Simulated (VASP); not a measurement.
Write the native input for VASP 6.6.1 that does the following.

* Task: single point
* Functional: PBEsol
* Potentials or basis: VASP PAW PBE potentials, release 64 (Au)
* Cutoff: 520 eV
* k mesh: 26 × 26 × 26
* Occupations: gaussian, width 0.15 eV
* Spin: no spin polarisation
* Dipole correction: no
* Further INCAR settings: ALGO = Fast; EDIFF = 1e-06; NBANDS = 12

The structure of Au lies in POSCAR:

```
Au
1.0
    0.0000000000      1.9806763535      2.1031924167
    1.9806763535      0.0000000000      2.1031924167
    1.9806763535      1.9806763535      0.0000000000
Au
1
Direct
    0.0000000000      0.0000000000      0.0000000000
```

This cell differs from its parent crystal: strain -0.030 along x and y, +0.030 along z.

These files were run (other wordings do the same):

INCAR

```
SYSTEM = Au
  PREC = Accurate
  ENCUT = 520
  EDIFF = 1E-6
  ISMEAR = 0
  SIGMA = 0.15
  LREAL = .False.
  LASPH = .True.
  NELM = 60
  ALGO = Fast
  ISIF = 2
  LWAVE = .False.
  LCHARG = .False.
  GGA = PS
  NBANDS = 12
```

KPOINTS

```
regular mesh
0
Gamma
  26 26 26
  0 0 0
```

Potentials or basis: VASP PAW PBE potentials, release 64 (Au).

The run is started by

```bash
$ cat potpaw_PBE.64/Au/POTCAR > POTCAR
$ mpirun -np 1 vasp_std > vasp.out
```

Results of the run:

| Quantity | Value |
| --- | --- |
| Pressure | 5.8 GPa |
| Band gap on the k mesh | zero (an odd number of electrons rules out a gap without spin polarisation) |

Caveat: the cell differs from its parent crystal (strain -0.030 along x and y, +0.030 along z); the cell stands under pressure; the PAW data sets were made with another functional, which shifts forces and pressure a little; spin-orbit coupling is left out, which moves the levels of the heavy elements.

Wall time 5.1 min on 1 thread of Intel Xeon 8259CL, with other jobs on the host, peak memory 0.36 GiB.
